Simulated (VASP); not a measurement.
# Ru (P6_3/mmc) in VASP: notebook

Runs on Ru. Level: PBE. Tasks: single point.

Program: VASP 6.6.1. These are calculated values, not measurements. Logs are shortened: lines on timing, memory, paths and dates and some standing lists are left out, and cuts for length are marked.

**1. The cell of the first run**

It takes space group P6_3/mmc (No. 194, hexagonal). Conventional cell: a = 2.724 Å, b = 2.724 Å, c = 4.289 Å, α = 90.00°, β = 90.00°, γ = 120.00°. Within 3.5 Å of Ru (site symmetry -6m2) lie 12 Ru at 2.66 to 2.72 Å.

**2. Single point, PBE**

File INCAR:

```
SYSTEM = Ru
  ALGO = Normal
  EDIFF = 1E-7
  ENCUT = 520
  GGA = PE
  ISIF = 2
  ISMEAR = -1
  LASPH = .True.
  LCHARG = .True.
  LELF = .True.
  LREAL = .False.
  LVHAR = .True.
  LWAVE = .False.
  NBANDS = 21
  NELM = 80
  PREC = Accurate
  SIGMA = 0.1
```

File KPOINTS:

```
k-points
0
Gamma
  8 8 5
  0 0 0
```

File POSCAR:

```
Ru
1.0
    2.7235595794      0.0000000000      0.0000000000
   -1.3617797897      2.3586717845      0.0000000000
    0.0000000000      0.0000000000      4.2890849607
Ru
2
Direct
    0.3333333333      0.6666666667      0.2500000000
    0.6666666667      0.3333333333      0.7500000000
```

Potentials or basis: VASP PAW PBE potentials, release 64 (Ru_pv).

Started as:

```console
> cat potpaw_PBE.64/Ru_pv/POTCAR > POTCAR
> mpirun -np 1 vasp_std > vasp.out
```

OUTCAR:

```text
SYSTEM = Ru
   EDIFF = 1E-7
   ENCUT = 520
   GGA = PE
   ISIF = 2
   ISMEAR = -1
   LASPH = .True.
   LREAL = .False.
   NELM = 80
   PREC = Accurate

 ion  position               nearest neighbor table
   1  0.333  0.667  0.250-   2 2.66   2 2.66   2 2.66   2 2.66   2 2.66   2 2.66
   2  0.667  0.333  0.750-   1 2.66   1 2.66   1 2.66   1 2.66   1 2.66   1 2.66

  LATTYP: Found a hexagonal cell.
 ALAT       =     2.7235595794
 C/A-ratio  =     1.5748085679

  Lattice vectors:

 A1 = (   2.7235595794,   0.0000000000,   0.0000000000)
 A2 = (  -1.3617797897,   2.3586717845,   0.0000000000)
 A3 = (   0.0000000000,   0.0000000000,   4.2890849607)

Analysis of symmetry for initial positions (statically):
=====================================================================
 Subroutine PRICEL returns:
 Original cell was already a primitive cell.

 Routine SETGRP: Setting up the symmetry group for a
 hexagonal supercell.

 Subroutine GETGRP returns: Found 24 space group operations
 (whereof 12 operations were pure point group operations)
 out of a pool of 24 trial point group operations.

The static configuration has the point symmetry D_3d.
 The point group associated with its full space group is D_6h.

Analysis of symmetry for dynamics (positions and initial velocities):
=====================================================================
 Subroutine PRICEL returns:
 Original cell was already a primitive cell.

 Routine SETGRP: Setting up the symmetry group for a
 hexagonal supercell.

 Subroutine GETGRP returns: Found 24 space group operations
 (whereof 12 operations were pure point group operations)
 out of a pool of 24 trial point group operations.

The dynamic configuration has the point symmetry D_3d.
 The point group associated with its full space group is D_6h.

 Subroutine INISYM returns: Found 24 space group operations
 (whereof 12 operations are pure point group operations),
 and found     1 'primitive' translations

----------------------------------------------------------------------------------------

                                     Primitive cell

  volume of cell :      27.5530

  direct lattice vectors                    reciprocal lattice vectors
     2.723559579  0.000000000  0.000000000     0.367166559  0.211983712  0.000000000
    -1.361779790  2.358671784  0.000000000     0.000000000  0.423967424  0.000000000
     0.000000000  0.000000000  4.289084961     0.000000000  0.000000000  0.233149963

  length of vectors
     2.723559579  2.723559579  4.289084961     0.423967424  0.423967424  0.233149963

  position of ions in fractional coordinates (direct lattice)
     0.333333333  0.666666667  0.250000000
     0.666666667  0.333333333  0.750000000

  ion indices of the primitive-cell ions
   primitive index   ion index
                 1           1
                 2           2

----------------------------------------------------------------------------------------

 KPOINTS: k-points

Automatic generation of k-mesh.
 Grid dimensions read from file:
 generate k-points for:    8    8    5

 Generating k-lattice:

  Cartesian coordinates                     Fractional coordinates (reciprocal lattice)
     0.045895820  0.026497964  0.000000000     0.125000000  0.000000000  0.000000000
     0.000000000  0.052995928  0.000000000     0.000000000  0.125000000  0.000000000
     0.000000000  0.000000000  0.046629993     0.000000000  0.000000000  0.200000000

  Length of vectors
     0.052995928  0.052995928  0.046629993

  Shift w.r.t. Gamma in fractional coordinates (k-lattice)
     0.000000000  0.000000000  0.000000000

 Subroutine IBZKPT returns following result:
 ===========================================

 Found     30 irreducible k-points:

 Following reciprocal coordinates:
            Coordinates               Weight
  0.000000  0.000000  0.000000      1.000000
  0.125000  0.000000  0.000000      6.000000
  0.250000  0.000000  0.000000      6.000000
  0.375000 -0.000000  0.000000      6.000000
  0.500000  0.000000  0.000000      3.000000
  0.125000  0.125000  0.000000      6.000000
[... 16 lines left out ...]
  0.250000  0.000000  0.400000     12.000000
  0.375000 -0.000000  0.400000     12.000000
 [... further k-points ...]
   k-points           NKPTS =     30   k-points in BZ     NKDIM =     30   number of bands    NBANDS=     21
   number of dos      NEDOS =    301   number of ions     NIONS =      2
   total plane-waves  NPLWV =  12800
   dimension x,y,z NGX =    20 NGY =   20 NGZ =   32
   dimension x,y,z NGXF=    40 NGYF=   40 NGZF=   64
   ions per type =               2
   NGX,Y,Z   is equivalent  to a cutoff of  12.21, 12.21, 12.40 a.u.
   NGXF,Y,Z  is equivalent  to a cutoff of  24.42, 24.42, 24.81 a.u.
 SYSTEM =  Ru
   PREC   = accura    normal or accurate (medium, high low for compatibility)
   ISTART =      0    job   : 0-new  1-cont  2-samecut
   ICHARG =      2    charge: 1-file 2-atom 10-const
   ISPIN  =      1    spin polarized calculation?
   LNONCOLLINEAR =      F non collinear calculations
   LSORBIT =      F    spin-orbit coupling
   LASPH  =      T    aspherical Exc in radial PAW
   ENCUT  =  520.0 eV  38.22 Ry    6.18 a.u.   5.06  5.06  7.97*2*pi/ulx,y,z
   NELM   =     80;   NELMIN=  2; NELMDL= -5     # of ELM steps
   EDIFF  = 0.1E-06   stopping-criterion for ELM
   LREAL  =      F    real-space projection
   EDIFFG = 0.1E-05   stopping-criterion for IOM
   NSW    =      0    number of steps for IOM
   IBRION =     -1    ionic relax: 0-MD 1-quasi-New 2-CG
   NFREE  =      0    steps in history (QN), initial steepest desc. (CG)
   ISIF   =      2    stress and relaxation
   ISYM   =      2    0-nonsym 1-usesym 2-fastsym
   POTIM  = 0.5000    time-step for ionic-motion
   TEBEG  =    0.0;   TEEND  =   0.0 temperature during run
   PSTRESS=    0.0 pullay stress
   NELECT =      28.0000    total number of electrons
   NUPDOWN=      -1.0000    fix difference up-down
   EMIN   =  10.00;   EMAX   =-10.00  energy-range for DOS
   EFERMI =   0.00;   METHOD = LEGACY
   ISMEAR =    -1;   SIGMA  =   0.10  broadening in eV -4-tet -1-fermi 0-gaus
   EFERMI_NEDOS =   21; number of points for ismear=-14 and -15
   IALGO  =     38    algorithm
   IMIX   =      4    mixing-type and parameters
     AMIX     =   0.40;   BMIX     =  1.00
     AMIX_MAG =   1.60;   BMIX_MAG =  1.00
  volume/ion in A,a.u.               =      13.78        92.97
  Fermi-wavevector in a.u.,A,eV,Ry     =   1.645904  3.110308 36.858181  2.709000
  Thomas-Fermi vector in A             =   2.735622
   LORBIT       =      0    0 simple, 1 ext, 2 COOP (PROOUT), +10 PAW based schemes
   GGA     = PE    functional components
   LHFCALC =     F    Hartree Fock is set to
   AEXX    =    0.0000 exact exchange contribution
   IVDW    =     0    specifies the selected vdW correction
   LEPSILON=     F    determine dielectric tensor
   LRPA    =     F    only Hartree local field effects (RPA)
 non-spin polarized calculation
  energy-cutoff  :      520.00
  volume of cell :       27.55
 maximum number of plane-waves:       758
   NGX = 11   NGY = 11   NGZ = 15

 number of electron      28.0000012 magnetization

 Free energy of the ion-electron system (eV)
  ---------------------------------------------------
  ext. energy  EPLUGINS =         0.00000000
  ---------------------------------------------------
  free energy    TOTEN  =       -18.52728582 eV

  energy without entropy =      -18.48427120  energy(sigma->0) =      -18.50577851

 E-fermi :  12.5439     XC(G=0): -14.0285

 val. band max:       12.3473817524   @ k =   0.3750   0.1250   0.4000
 cond. band min:      12.5835162307   @ k =   0.1250   0.0000   0.4000
 fundamental gap:      0.2361344783
 Fermi energy:        12.5438803554

 k-point     1 :       0.0000    0.0000    0.0000
  band No.  band energies     occupation
      1     -31.0250      2.00000
      2     -30.1324      2.00000
      3     -30.1324      2.00000
      4     -29.9656      2.00000
      5     -29.9656      2.00000
      6     -29.9240      2.00000
[... 13 lines left out ...]
     20      23.0187      0.00000
     21      23.0342      0.00000

 k-point     2 :       0.1250    0.0000    0.0000
  band No.  band energies     occupation
      1     -30.9750      2.00000
      2     -30.2347      2.00000
      3     -30.1669      2.00000
      4     -30.0719      2.00000
      5     -29.9798      2.00000
      6     -29.9483      2.00000
[... 13 lines left out ...]
     20      23.0187      0.00000
     21      23.0299      0.00000

 k-point     3 :       0.2500    0.0000    0.0000
  band No.  band energies     occupation
      1     -30.8402      2.00000
      2     -30.4820      2.00000
      3     -30.3184      2.00000
      4     -30.2459      2.00000
      5     -30.0208      2.00000
      6     -30.0176      2.00000
[... 13 lines left out ...]
     20      23.0186      0.00000
     21      23.0241      0.00000

 k-point     4 :       0.3750   -0.0000    0.0000
  band No.  band energies     occupation
      1     -30.7291      2.00000
      2     -30.6671      2.00000
      3     -30.5525      2.00000
      4     -30.3209      2.00000
      5     -30.1311      2.00000
      6     -30.0584      2.00000
[... 13 lines left out ...]
     20      23.0035      0.00000
     21      23.0185      0.00000

 k-point     5 :       0.5000    0.0000    0.0000
  band No.  band energies     occupation
      1     -30.8311      2.00000
      2     -30.6463      2.00000
      3     -30.5647      2.00000
      4     -30.3510      2.00000
      5     -30.2074      2.00000
      6     -30.0759      2.00000
[... 13 lines left out ...]
     20      23.0178      0.00000
     21      23.5370      0.00000

 k-point     6 :       0.1250    0.1250    0.0000
  band No.  band energies     occupation
      1     -30.8823      2.00000
      2     -30.3762      2.00000
      3     -30.3159      2.00000
      4     -30.1664      2.00000
      5     -30.0287      2.00000
      6     -29.9969      2.00000
[... 13 lines left out ...]
     20      23.0186      0.00000
     21      23.0259      0.00000

 k-point     7 :       0.2500    0.1250    0.0000
  band No.  band energies     occupation
      1     -30.7250      2.00000
      2     -30.6033      2.00000
      3     -30.5002      2.00000
      4     -30.2915      2.00000
      5     -30.0957      2.00000
      6     -30.0916      2.00000
[... 13 lines left out ...]
     20      23.0183      0.00000
     21      23.0222      0.00000
[... 291 lines left out ...]
      1     -30.7619      2.00000
      2     -30.6592      2.00000
      3     -30.5880      2.00000
      4     -30.3476      2.00000
      5     -30.2922      2.00000
      6     -30.1927      2.00000
[... 13 lines left out ...]
     20      23.0181      0.00000
     21      23.0186      0.00000

 k-point    21 :       0.0000    0.0000    0.4000
  band No.  band energies     occupation
      1     -30.6579      2.00000
      2     -30.3181      2.00000
      3     -30.0751      2.00000
      4     -30.0751      2.00000
      5     -30.0236      2.00000
      6     -30.0236      2.00000
[... 13 lines left out ...]
     20      23.0186      0.00000
     21      26.7828      0.00000

 k-point    22 :       0.1250    0.0000    0.4000
  band No.  band energies     occupation
      1     -30.6600      2.00000
      2     -30.3735      2.00000
      3     -30.1485      2.00000
      4     -30.1028      2.00000
      5     -30.0690      2.00000
      6     -30.0449      2.00000
[... 13 lines left out ...]
     20      23.0186      0.00000
     21      27.4667      0.00000

 k-point    23 :       0.2500    0.0000    0.4000
  band No.  band energies     occupation
      1     -30.7172      2.00000
      2     -30.5634      2.00000
      3     -30.2647      2.00000
      4     -30.1678      2.00000
      5     -30.1221      2.00000
      6     -30.0973      2.00000
[... 13 lines left out ...]
     20      23.0185      0.00000
     21      27.0503      0.00000

 k-point    24 :       0.3750   -0.0000    0.4000
  band No.  band energies     occupation
      1     -30.8616      2.00000
      2     -30.7804      2.00000
      3     -30.2809      2.00000
      4     -30.2313      2.00000
      5     -30.1502      2.00000
      6     -30.1488      2.00000
[... 13 lines left out ...]
     20      23.0181      0.00000
     21      24.3211      0.00000

 [... further k-points ...]
[... 5 lines left out ...]
  --------------------------------------------------------------------------------------
  -------------------------------------------------------------------------------------
  Total       -0.1895432     -0.1895432      0.1032197     -0.0000000      0.0000000      0.0000000
  in kB      -11.0217272    -11.0217272      6.0021111     -0.0000000      0.0000000      0.0000000
  external PRESSURE =      -5.3471144 kB  Pullay stress =       0.0000000 kB

 VOLUME and BASIS-vectors are now :
 -----------------------------------------------------------------------------
  energy-cutoff  :      520.00
  volume of cell :       27.55
      direct lattice vectors                 reciprocal lattice vectors
     2.723559579  0.000000000  0.000000000     0.367166559  0.211983712  0.000000000
    -1.361779790  2.358671784  0.000000000     0.000000000  0.423967424  0.000000000
     0.000000000  0.000000000  4.289084961     0.000000000  0.000000000  0.233149963

 POSITION                                       TOTAL-FORCE (eV/Angst)
 -----------------------------------------------------------------------------------
     -0.00000      1.57245      1.07227         0.000000     -0.000000      0.000000
      1.36178      0.78622      3.21681        -0.000000      0.000000      0.000000
 -----------------------------------------------------------------------------------
    total drift:                               -0.000000      0.000000     -0.000000

  FREE ENERGIE OF THE ION-ELECTRON SYSTEM (eV)
  ---------------------------------------------------
  free  energy   TOTEN  =       -18.5272858154 eV

  energy  without entropy=      -18.4842712033  energy(sigma->0) =      -18.50577851
```

Wall time 20 s (1 thread of Intel Xeon 8259CL, shared host); peak memory 0.14 GiB.

What came out:

| Quantity | Value |
| --- | --- |
| Free energy | -18.5273 eV |
| Pressure | -0.5 GPa |
| Band gap on the k mesh | zero (band 14 reaches 14.03 eV, above the bottom of band 15 at 11.13 eV) |

**3. Single point, PBE**

File INCAR:

```
SYSTEM = Ru
ALGO     = Normal         ! electronic algorithm
EDIFF    = 1E-6           ! SCF threshold, eV
ENCUT    = 520            ! plane-wave cutoff, eV
GGA      = PE             ! functional
ISIF     = 2              ! what is computed and relaxed
ISMEAR   = -1             ! smearing method
LASPH    = .True.         ! aspherical terms in the spheres
LCHARG   = .False.        ! write CHGCAR
LREAL    = .False.        ! projectors in reciprocal space
LWAVE    = .False.        ! write WAVECAR
NBANDS   = 21             ! bands
NELM     = 60             ! most SCF steps
PREC     = Accurate       ! precision mode
SIGMA    = 0.1            ! smearing width, eV
```

File KPOINTS:

```
k-points
0
Gamma
  11 11 6
  0 0 0
```

POSCAR is that of step 2.

Potentials or basis: VASP PAW PBE potentials, release 64 (Ru_pv).

Started as:

```console
> cat potpaw_PBE.64/Ru_pv/POTCAR > POTCAR
> mpirun -np 1 vasp_std > vasp.out
```

Run time: 37 s. Hardware: 1 thread of Intel Xeon 8259CL, shared host; peak memory 0.15 GiB.

The run converged. Its results:

```yaml
Free_energy: -18.4892 eV
Pressure: 0.0 GPa
Band_gap_on_the_k_mesh: zero (band 14 reaches 14.01 eV, above the bottom of band 15 at 11.00 eV)
```

Stress tensor (GPa, compression positive):
```
-0.57  0.00  0.00
 0.00 -0.57  0.00
 0.00  0.00  1.08
```

Levels at points of the mesh, in eV from the Fermi level:
```csv
k point,band 12,band 13,band 14,band 15,band 16,band 17
"(0.00, 0.00, 0.00)",-1.82,-1.82,-1.35,-1.35,1.20,1.20
"(0.00, 0.00, 0.50)",-2.67,-2.60,-2.60,0.58,0.58,0.58
```

(Continued in part 2 of 2.)
